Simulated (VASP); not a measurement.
Here is a VASP 6.6.1 calculation.

The input INCAR:

```
SYSTEM = Ge
PREC = Accurate ; ENCUT = 600
EDIFF = 1E-7 ; ISMEAR = 0
SIGMA = 0.1 ; LREAL = .FALSE.
LASPH = .TRUE. ; NELM = 80
ALGO = Normal ; ISIF = 3
LWAVE = .FALSE. ; LCHARG = .FALSE.
GGA = PE ; IBRION = 2
NSW = 90 ; EDIFFG = -0.04
```

Contents of KPOINTS:

```
regular mesh
0
G
  6 6 6
  0 0 0
```

Contents of POSCAR:

```
Ge
1.0
    0.0000000000      3.6044587500      3.8930590300
    1.7303109700      0.0000000000      3.8930590300
    1.7303109700      3.6044587500      0.0000000000
Ge
2
Direct
    0.2500000000      0.2500000000      0.2500000000
    0.0000000000      0.0000000000      0.0000000000
```

Potentials or basis: VASP PAW PBE potentials, release 64 (Ge_d).

Command:

```console
$ cat potpaw_PBE.64/Ge_d/POTCAR > POTCAR
$ mpirun -np 1 vasp_std > vasp.out
```

Task: What does it give for the relaxed cell?

Result: a = 5.232 Å, b = 3.966 Å, c = 3.950 Å, α = 82.74°, β = 48.76°, γ = 48.50°.

Task: What does it give for the space group after relaxing (to 0.1 Å)?

Result: I4_1/amd (No. 141).

Step by step:
| step | energy change (eV) | largest force (eV/Å) | pressure (GPa) | volume (Å³) |
| --- | --- | --- | --- | --- |
| 1 | 0.0000 | 0.0000 | -7.54 | 48.56 |
| 2 | -0.2499 | 0.0000 | -0.82 | 40.95 |
| 3 | -0.2525 | 0.0000 | 0.22 | 40.28 |
| 4 | -0.2656 | 0.0000 | -0.10 | 40.19 |
| 5 | -0.2737 | 0.0000 | -0.35 | 40.02 |
| 6 | -0.2851 | 0.0000 | -0.22 | 39.63 |
| 7 | -0.3306 | 0.0000 | 1.29 | 38.38 |
| 8 | -0.1411 | 0.0000 | 8.17 | 35.45 |
| 9 | -0.3445 | 0.0000 | 1.43 | 38.02 |
| 10 | -0.3308 | 0.0000 | 3.25 | 36.78 |
| 11 | -0.3537 | 0.0000 | 1.95 | 37.52 |
| 12 | -0.3546 | 0.0000 | 1.48 | 37.73 |
| 13 | -0.3551 | 0.0000 | 1.69 | 37.65 |
| 14 | -0.3582 | 0.0000 | 0.97 | 38.00 |
| 15 | -0.3600 | 0.0000 | 0.05 | 38.51 |

Caveat: the k points lie up to 0.42 Å⁻¹ apart in the final cell, too coarse for converged energies and pressures of a metal; the volume moved by over 15 % at a fixed basis, so the end points are rough.
